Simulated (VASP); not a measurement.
# TaN (Fm-3m) in VASP: settings compared

The runs below take TaN through single point, with r2SCAN, PBE-based screened hybrid with 35 % exact exchange, PBE-based screened hybrid with 50 % exact exchange, HSE06, LDA.

Program: VASP 6.6.1. These are calculated values, not measurements. Logs are shortened: lines on timing, memory, paths and dates and some standing lists are left out, and cuts for length are marked.

## Step 1: The cell of the first run

Symmetry: Fm-3m, No. 225, cubic system. The conventional cell has a = 4.423 Å, b = 4.423 Å, c = 4.423 Å, α = 90.00°, β = 90.00°, γ = 90.00°. Ta (site symmetry m-3m) has 6 N at 2.21 Å within 2.9 Å. Within 2.9 Å of N (site symmetry m-3m) lie 6 Ta at 2.21 Å.

## Step 2: Single point, r2SCAN, non-collinear spin, zero start, spin-orbit coupling

POSCAR reads:

```
TaN
1.0
    0.0000000000      2.2113230000      2.2113230000
    2.2113230000      0.0000000000      2.2113230000
    2.2113230000      2.2113230000      0.0000000000
Ta N
1 1
Direct
    0.5000000000      0.5000000000      0.5000000000
    0.0000000000      0.0000000000      0.0000000000
```

INCAR.step1 reads:

```
SYSTEM = TaN
PREC = Accurate
ENCUT = 520
ISMEAR = -1
SIGMA = 0.05
LREAL = .FALSE.
LASPH = .TRUE.
NELM = 150
MAGMOM = 0 0 0 0 0 0
LSORBIT = .TRUE.
GGA_COMPAT = .FALSE.
LMAXMIX = 4
NBANDS = 28
GGA = PE
ALGO = Normal
EDIFF = 1E-4
LWAVE = .TRUE.
LCHARG = .FALSE.
```

INCAR.step2 reads:

```
SYSTEM = TaN
PREC = Accurate
ENCUT = 520
EDIFF = 1E-6
ISMEAR = -1
SIGMA = 0.05
LREAL = .FALSE.
LASPH = .TRUE.
NELM = 150
ALGO = Normal
ISIF = 2
LWAVE = .FALSE.
LCHARG = .FALSE.
MAGMOM = 0 0 0 0 0 0
LORBIT = 11
LSORBIT = .TRUE.
GGA_COMPAT = .FALSE.
LORBMOM = .TRUE.
LMAXMIX = 4
METAGGA = R2SCAN
LMIXTAU = .TRUE.
NBANDS = 28
ISTART = 1
```

KPOINTS reads:

```
regular mesh
0
G
  10 10 10
  0 0 0
```

Potentials or basis: VASP PAW PBE potentials, release 64 (Ta_pv, N).

On the command line:

```sh
$ cat potpaw_PBE.64/Ta_pv/POTCAR potpaw_PBE.64/N/POTCAR > POTCAR
$ cp INCAR.step1 INCAR
$ mpirun -np 1 vasp_ncl > vasp.out
$ cp INCAR.step2 INCAR
$ mpirun -np 1 vasp_ncl > vasp.out
```

OUTCAR:

```text
SYSTEM = TaN
   PREC = Accurate
   ENCUT = 520
   EDIFF = 1E-6
   ISMEAR = -1
   LREAL = .FALSE.
   LASPH = .TRUE.
   NELM = 150
   ISIF = 2
   LORBIT = 11
   LSORBIT = .TRUE.
   METAGGA = R2SCAN
   ISTART = 1

 ion  position               nearest neighbor table
   1  0.500  0.500  0.500-   2 2.21   2 2.21   2 2.21   2 2.21   2 2.21   2 2.21
   2  0.000  0.000  0.000-   1 2.21   1 2.21   1 2.21   1 2.21   1 2.21   1 2.21

  LATTYP: Found a face centered cubic cell.
 ALAT       =     4.4226460000

  Lattice vectors:

 A1 = (   0.0000000000,   2.2113230000,   2.2113230000)
 A2 = (   2.2113230000,   0.0000000000,   2.2113230000)
 A3 = (   2.2113230000,   2.2113230000,   0.0000000000)

Analysis of symmetry for initial positions (statically):
=====================================================================
 Subroutine PRICEL returns:
 Original cell was already a primitive cell.

 Routine SETGRP: Setting up the symmetry group for a
 face centered cubic supercell.

 Subroutine GETGRP returns: Found 48 space group operations
 (whereof 48 operations were pure point group operations)
 out of a pool of 48 trial point group operations.

The static configuration has the point symmetry O_h .

Analysis of symmetry for dynamics (positions and initial velocities):
=====================================================================
 Subroutine PRICEL returns:
 Original cell was already a primitive cell.

 Routine SETGRP: Setting up the symmetry group for a
 face centered cubic supercell.

 Subroutine GETGRP returns: Found 48 space group operations
 (whereof 48 operations were pure point group operations)
 out of a pool of 48 trial point group operations.

The dynamic configuration has the point symmetry O_h .

Analysis of structural, dynamic, and magnetic symmetry:
=====================================================================
 Subroutine PRICEL returns:
 Original cell was already a primitive cell.

 Routine SETGRP: Setting up the symmetry group for a
 face centered cubic supercell.

 Subroutine GETGRP returns: Found 48 space group operations
 (whereof 48 operations were pure point group operations)
 out of a pool of 48 trial point group operations.

The overall configuration has the point symmetry O_h .

 Subroutine INISYM returns: Found 48 space group operations
 (whereof 48 operations are pure point group operations),
 and found     1 'primitive' translations

----------------------------------------------------------------------------------------

                                     Primitive cell

  volume of cell :      21.6265

  direct lattice vectors                    reciprocal lattice vectors
     0.000000000  2.211323000  2.211323000    -0.226108985  0.226108985  0.226108985
     2.211323000  0.000000000  2.211323000     0.226108985 -0.226108985  0.226108985
     2.211323000  2.211323000  0.000000000     0.226108985  0.226108985 -0.226108985

  length of vectors
     3.127282977  3.127282977  3.127282977     0.391632251  0.391632251  0.391632251

  position of ions in fractional coordinates (direct lattice)
     0.500000000  0.500000000  0.500000000
     0.000000000  0.000000000  0.000000000

  ion indices of the primitive-cell ions
   primitive index   ion index
                 1           1
                 2           2

----------------------------------------------------------------------------------------

 KPOINTS: regular mesh

Automatic generation of k-mesh.
 Grid dimensions read from file:
 generate k-points for:   10   10   10

 Generating k-lattice:

  Cartesian coordinates                     Fractional coordinates (reciprocal lattice)
    -0.022610899  0.022610899  0.022610899     0.100000000  0.000000000  0.000000000
     0.022610899 -0.022610899  0.022610899     0.000000000  0.100000000  0.000000000
     0.022610899  0.022610899 -0.022610899     0.000000000  0.000000000  0.100000000

  Length of vectors
     0.039163225  0.039163225  0.039163225

[... 92 lines left out ...]

 Free energy of the ion-electron system (eV)
  ---------------------------------------------------
  ext. energy  EPLUGINS =         0.00000000
  ---------------------------------------------------
  free energy    TOTEN  =       -60.28284008 eV

  energy without entropy =      -60.27662162  energy(sigma->0) =      -60.27973085

 E-fermi :   9.4230     XC(G=0): -14.3487

 val. band max:        9.3606411118   @ k =  -0.3000   0.4000   0.2000
 cond. band min:       9.4400862773   @ k =  -0.3000   0.3000   0.1000
 fundamental gap:      0.0794451655
 Fermi energy:         9.4230426113

 k-point     1 :       0.0000    0.0000    0.0000
  band No.  band energies     occupation
      1     -33.1913      1.00000
      2     -33.1913      1.00000
      3     -25.2389      1.00000
      4     -25.2389      1.00000
      5     -25.2389      1.00000
      6     -25.2389      1.00000
[... 733 lines left out ...]
     27      18.8697      0.00000
     28      18.8697      0.00000

 [... further k-points ...]

------------------------ aborting loop because EDIFF is reached ----------------------------------------

  FORCE on cell =-STRESS in cart. coord.  units (eV):
  Direction    XX          YY          ZZ          XY          YZ          ZX
  --------------------------------------------------------------------------------------
  -------------------------------------------------------------------------------------
  Total       -0.5021986     -0.5021986     -0.5021986     -0.0000000      0.0000000      0.0000000
  in kB      -37.2048487    -37.2048487    -37.2048487     -0.0000000      0.0000000      0.0000000
  external PRESSURE =     -37.2048487 kB  Pullay stress =       0.0000000 kB

 VOLUME and BASIS-vectors are now :
 -----------------------------------------------------------------------------
  energy-cutoff  :      520.00
  volume of cell :       21.63
      direct lattice vectors                 reciprocal lattice vectors
     0.000000000  2.211323000  2.211323000    -0.226108985  0.226108985  0.226108985
     2.211323000  0.000000000  2.211323000     0.226108985 -0.226108985  0.226108985
     2.211323000  2.211323000  0.000000000     0.226108985  0.226108985 -0.226108985

 POSITION                                       TOTAL-FORCE (eV/Angst)
 -----------------------------------------------------------------------------------
      2.21132      2.21132      2.21132         0.000000     -0.000000      0.000000
      0.00000      0.00000      0.00000        -0.000000      0.000000     -0.000000
 -----------------------------------------------------------------------------------
    total drift:                               -0.000000     -0.000000     -0.000000

  FREE ENERGIE OF THE ION-ELECTRON SYSTEM (eV)
  ---------------------------------------------------
  free  energy   TOTEN  =       -60.2828400816 eV

  energy  without entropy=      -60.2766216248  energy(sigma->0) =      -60.27973085

 orbital moment (x)

 # of ion     p       d       tot
 ----------------------------------------
  1         0.000  -0.000  -0.000
  2        -0.000   0.000  -0.000
 ----------------------------------------
           -0.000  -0.000  -0.000

 orbital moment (y)

 # of ion     p       d       tot
 ----------------------------------------
  1         0.000  -0.000  -0.000
  2        -0.000   0.000  -0.000
 ----------------------------------------
           -0.000  -0.000  -0.000

 orbital moment (z)

 # of ion     p       d       tot
 ----------------------------------------
  1         0.000   0.000   0.000
  2        -0.000   0.000  -0.000
 ----------------------------------------
           -0.000   0.000   0.000

 Spin-Orbit-Coupling matrix elements

 Ion:    1  E_soc:     -1.2766454
 l=   1
     0.0000000    -0.1941003    -0.1941003
    -0.1941003     0.0000000    -0.1941003
    -0.1941003    -0.1941003     0.0000000
 l=   2
     0.0000000    -0.0055714     0.0000000    -0.0055714    -0.0131026
    -0.0055714     0.0000000    -0.0098269    -0.0055714    -0.0032756
     0.0000000    -0.0098269     0.0000000    -0.0098269     0.0000000
    -0.0055714    -0.0055714    -0.0098269     0.0000000    -0.0032756
    -0.0131026    -0.0032756     0.0000000    -0.0032756     0.0000000
 l=   3
     0.0000000     0.0000000     0.0000000     0.0000000     0.0000000     0.0000000     0.0000000
     0.0000000     0.0000000     0.0000000     0.0000000     0.0000000     0.0000000     0.0000000
     0.0000000     0.0000000     0.0000000     0.0000000     0.0000000     0.0000000     0.0000000
     0.0000000     0.0000000     0.0000000     0.0000000     0.0000000     0.0000000     0.0000000
     0.0000000     0.0000000     0.0000000     0.0000000     0.0000000     0.0000000     0.0000000
     0.0000000     0.0000000     0.0000000     0.0000000     0.0000000     0.0000000     0.0000000
     0.0000000     0.0000000     0.0000000     0.0000000     0.0000000     0.0000000     0.0000000

 Ion:    2  E_soc:     -0.0004010
 l=   1
     0.0000000    -0.0000668    -0.0000668
    -0.0000668     0.0000000    -0.0000668
    -0.0000668    -0.0000668     0.0000000
 l=   2
     0.0000000     0.0000000     0.0000000     0.0000000     0.0000000
     0.0000000     0.0000000     0.0000000     0.0000000     0.0000000
     0.0000000     0.0000000     0.0000000     0.0000000     0.0000000
     0.0000000     0.0000000     0.0000000     0.0000000     0.0000000
     0.0000000     0.0000000     0.0000000     0.0000000     0.0000000
 l=   3
     0.0000000     0.0000000     0.0000000     0.0000000     0.0000000     0.0000000     0.0000000
     0.0000000     0.0000000     0.0000000     0.0000000     0.0000000     0.0000000     0.0000000
     0.0000000     0.0000000     0.0000000     0.0000000     0.0000000     0.0000000     0.0000000
     0.0000000     0.0000000     0.0000000     0.0000000     0.0000000     0.0000000     0.0000000
     0.0000000     0.0000000     0.0000000     0.0000000     0.0000000     0.0000000     0.0000000
     0.0000000     0.0000000     0.0000000     0.0000000     0.0000000     0.0000000     0.0000000
     0.0000000     0.0000000     0.0000000     0.0000000     0.0000000     0.0000000     0.0000000

 total charge

# of ion       s       p       d       tot
------------------------------------------
    1        0.273   6.211   2.438   8.922
    2        1.240   2.552   0.000   3.791
--------------------------------------------------
tot          1.512   8.763   2.438  12.713

 magnetization (x)

# of ion       s       p       d       tot
------------------------------------------
    1        0.000   0.000   0.000   0.000
    2       -0.000   0.000   0.000  -0.000
--------------------------------------------------
tot          0.000   0.000   0.000   0.000

 magnetization (y)

# of ion       s       p       d       tot
------------------------------------------
    1       -0.000  -0.000   0.000  -0.000
    2       -0.000  -0.000   0.000  -0.000
--------------------------------------------------
tot         -0.000  -0.000   0.000  -0.000

 magnetization (z)

# of ion       s       p       d       tot
------------------------------------------
    1        0.000   0.000   0.000   0.000
    2       -0.000   0.000   0.000   0.000
--------------------------------------------------
tot          0.000   0.000   0.000   0.000
```

Wall time 3.7 min (1 thread of Intel Xeon 8259CL, shared host); peak memory 0.24 GiB.

Results:

```
Free energy                                           : -60.2828 eV
Pressure                                              : -3.7 GPa
Net moment                                            : 0.00 μB per cell
Valence electrons inside the program's atomic spheres : Ta 8.92; N 3.79
```

Moments on the atoms (μB; x, y, z):
```
Ta  0.00 0.00 0.00
N   0.00 0.00 0.00
```

Caveat: the cell stands under tension; the PAW data sets were made with another functional, which shifts forces and pressure a little.

## Step 3: Single point, PBE-based screened hybrid with 35 % exact exchange

POSCAR is that of step 2.

INCAR.step1 reads:

```
  PREC = Accurate
  ENCUT = 520
  EDIFF = 1E-5
  ISMEAR = -1
  SIGMA = 0.05
  LREAL = False
  LASPH = True
  NELM = 80
  ALGO = Normal
  ISIF = 2
  LWAVE = True
  GGA = PE
  NBANDS = 15
```

INCAR.step2 reads:

```
  PREC = Accurate
  ENCUT = 520
  EDIFF = 1E-7
  ISMEAR = -1
  SIGMA = 0.05
  LREAL = False
  LASPH = True
  NELM = 80
  ALGO = Normal
  ISIF = 2
  LWAVE = False
  LCHARG = True
  GGA = PE
  LHFCALC = True
  AEXX = 0.35
  HFSCREEN = 0.2078699
  PRECFOCK = Normal
  LELF = True
  LVHAR = True
  ISTART = 1
  NBANDS = 15
```

KPOINTS reads:

```
Automatic mesh
0
Gamma
  6 6 6
```

Potentials or basis: VASP PAW PBE potentials, release 64 (Ta_pv, N).

On the command line:

```sh
$ cat potpaw_PBE.64/Ta_pv/POTCAR potpaw_PBE.64/N/POTCAR > POTCAR
$ cp INCAR.step1 INCAR
$ mpirun -np 1 vasp_std > vasp.out
$ cp INCAR.step2 INCAR
$ mpirun -np 1 vasp_std > vasp.out
```

OUTCAR:

```text
PREC = Accurate
   ENCUT = 520
   EDIFF = 1E-7
   ISMEAR = -1
   LREAL = False
   LASPH = True
   NELM = 80
   ISIF = 2
   GGA = PE
   LHFCALC = True
   AEXX = 0.35
   HFSCREEN = 0.2078699
   PRECFOCK = Normal
   ISTART = 1

 ion  position               nearest neighbor table
   1  0.500  0.500  0.500-   2 2.21   2 2.21   2 2.21   2 2.21   2 2.21   2 2.21
   2  0.000  0.000  0.000-   1 2.21   1 2.21   1 2.21   1 2.21   1 2.21   1 2.21

  LATTYP: Found a face centered cubic cell.
[... 475 lines left out ...]
------------------------ aborting loop because EDIFF is reached ----------------------------------------

  FORCE on cell =-STRESS in cart. coord.  units (eV):
  Direction    XX          YY          ZZ          XY          YZ          ZX
  --------------------------------------------------------------------------------------
  -------------------------------------------------------------------------------------
  Total       -1.8043349     -1.8043349     -1.8043349      0.0000000     -0.0000000      0.0000000
  in kB     -133.6722310   -133.6722310   -133.6722310      0.0000000     -0.0000000      0.0000000
  external PRESSURE =    -133.6722310 kB  Pullay stress =       0.0000000 kB

 VOLUME and BASIS-vectors are now :
 -----------------------------------------------------------------------------
  energy-cutoff  :      520.00
  volume of cell :       21.63
      direct lattice vectors                 reciprocal lattice vectors
     0.000000000  2.211323000  2.211323000    -0.226108985  0.226108985  0.226108985
     2.211323000  0.000000000  2.211323000     0.226108985 -0.226108985  0.226108985
     2.211323000  2.211323000  0.000000000     0.226108985  0.226108985 -0.226108985

 POSITION                                       TOTAL-FORCE (eV/Angst)
 -----------------------------------------------------------------------------------
      2.21132      2.21132      2.21132         0.000000      0.000000      0.000000
      0.00000      0.00000      0.00000        -0.000000     -0.000000     -0.000000
 -----------------------------------------------------------------------------------
    total drift:                                0.000073      0.000033      0.000041

  FREE ENERGIE OF THE ION-ELECTRON SYSTEM (eV)
  ---------------------------------------------------
  free  energy   TOTEN  =       -27.0034183651 eV

  energy  without entropy=      -26.9930939318  energy(sigma->0) =      -26.99825615
```

OSZICAR.step1:

```text
N       E                     dE             d eps       ncg     rms          rms(c)
DAV:   1     0.890371243173E+02    0.89037E+02   -0.89266E+03   480   0.113E+03
DAV:   2    -0.220242953382E+02   -0.11106E+03   -0.10435E+03   620   0.301E+02
DAV:   3    -0.247655559603E+02   -0.27413E+01   -0.26763E+01   515   0.431E+01
DAV:   4    -0.247760898607E+02   -0.10534E-01   -0.10532E-01   641   0.292E+00
DAV:   5    -0.247761580286E+02   -0.68168E-04   -0.68168E-04   522   0.213E-01    0.233E+01
DAV:   6    -0.218529210872E+02    0.29232E+01   -0.58959E+00   578   0.259E+01    0.958E+00
DAV:   7    -0.218059470698E+02    0.46974E-01   -0.60896E-01   522   0.599E+00    0.662E+00
DAV:   8    -0.217804405646E+02    0.25507E-01   -0.15641E-01   522   0.332E+00    0.167E+00
DAV:   9    -0.217715732306E+02    0.88673E-02   -0.25319E-02   557   0.131E+00    0.387E-01
DAV:  10    -0.217715026255E+02    0.70605E-04   -0.22591E-03   536   0.460E-01    0.538E-02
DAV:  11    -0.217714496783E+02    0.52947E-04   -0.10737E-04   571   0.123E-01    0.165E-02
DAV:  12    -0.217714500215E+02   -0.34319E-06   -0.93427E-06   311   0.273E-02
   1 F= -.21771450E+02 E0= -.21764852E+02  d E =-.131957E-01
```

Run time: 57 min. Hardware: 1 thread of Intel Xeon 8259CL, shared host; peak memory 0.26 GiB.

What came out:

| Item | Value |
| --- | --- |
| Free energy | -27.0034 eV |
| Pressure | -13.4 GPa |
| Band gap on the k mesh | zero (bands 8 and 9 overlap by 4.83 eV) |

Levels at points of the mesh, in eV from the Fermi level:
```tsv
k point	band 6	band 7	band 8	band 9	band 10	band 11
(0.00, 0.00, 0.00)	-4.96	-4.96	-2.59	-2.59	-2.59	0.49
(0.50, 0.00, 0.00)	-9.13	-9.13	2.24	2.24	2.40	4.09
(0.50, 0.50, 0.00)	-6.54	-6.00	-6.00	2.71	4.12	4.12
```

Caveat: the k points lie up to 0.41 Å⁻¹ apart, too coarse for converged energies and pressures of a metal; the PAW data sets were made with another functional, which shifts forces and pressure a little; spin-orbit coupling is left out, which moves the levels of the heavy elements.

## Step 4: Single point, PBE-based screened hybrid with 50 % exact exchange

POSCAR is that of step 3.

INCAR.step1 reads:

```
SYSTEM = TaN
PREC = Accurate
ENCUT = 520
EDIFF = 1E-5
ISMEAR = -1
SIGMA = 0.05
LREAL = .False.
LASPH = .True.
NELM = 80
ALGO = Normal
ISIF = 2
LWAVE = .True.
GGA = PE
NBANDS = 15
```

INCAR.step2 reads:

```
SYSTEM = TaN
PREC = Accurate
ENCUT = 520
EDIFF = 1E-6
ISMEAR = -1
SIGMA = 0.05
LREAL = .False.
LASPH = .True.
NELM = 80
ALGO = Normal
ISIF = 2
LWAVE = .False.
LCHARG = .True.
GGA = PE
LHFCALC = .True.
AEXX = 0.5
HFSCREEN = 0.2078699
PRECFOCK = Normal
LELF = .True.
LVHAR = .True.
ISTART = 1
NBANDS = 15
```

KPOINTS reads:

```
Automatic mesh
0
Gamma
  6 6 6
  0 0 0
```

On the command line:

```sh
$ cat potpaw_PBE.64/Ta_pv/POTCAR potpaw_PBE.64/N/POTCAR > POTCAR
$ cp INCAR.step1 INCAR
$ mpirun -np 1 vasp_std > vasp.out
$ cp INCAR.step2 INCAR
$ mpirun -np 1 vasp_std > vasp.out
```

Run time: 46 min. Hardware: 1 thread of Intel Xeon 8259CL, shared host; peak memory 0.26 GiB.

Results (log left out):

```
Free energy            : -29.2981 eV
Pressure               : -18.8 GPa
Band gap on the k mesh : zero (bands 8 and 9 overlap by 5.23 eV)
```

Levels at points of the mesh, in eV from the Fermi level:
| k point | band 4 | band 5 | band 6 | band 7 | band 8 | band 9 | band 10 | band 11 | band 12 | band 13 |
| --- | --- | --- | --- | --- | --- | --- | --- | --- | --- | --- |
| (0.00, 0.00, 0.00) | -23.58 | -5.50 | -5.50 | -5.50 | -2.79 | -2.79 | -2.79 | 0.71 | 0.71 | 2.38 |
| (0.50, 0.00, 0.00) | -20.19 | -13.22 | -9.85 | -9.85 | 2.43 | 2.43 | 2.61 | 4.23 | 9.33 | 9.33 |
| (0.50, 0.50, 0.00) | -22.17 | -9.08 | -7.04 | -6.62 | -6.62 | 3.03 | 4.43 | 4.43 | 5.82 | 8.04 |

Caveat: the k points lie up to 0.41 Å⁻¹ apart, too coarse for converged energies and pressures of a metal; the PAW data sets were made with another functional, which shifts forces and pressure a little; spin-orbit coupling is left out, which moves the levels of the heavy elements.

(Continued in part 2 of 2.)

The gap in the log of VASP goes by the Fermi energy; the results here count the filled bands.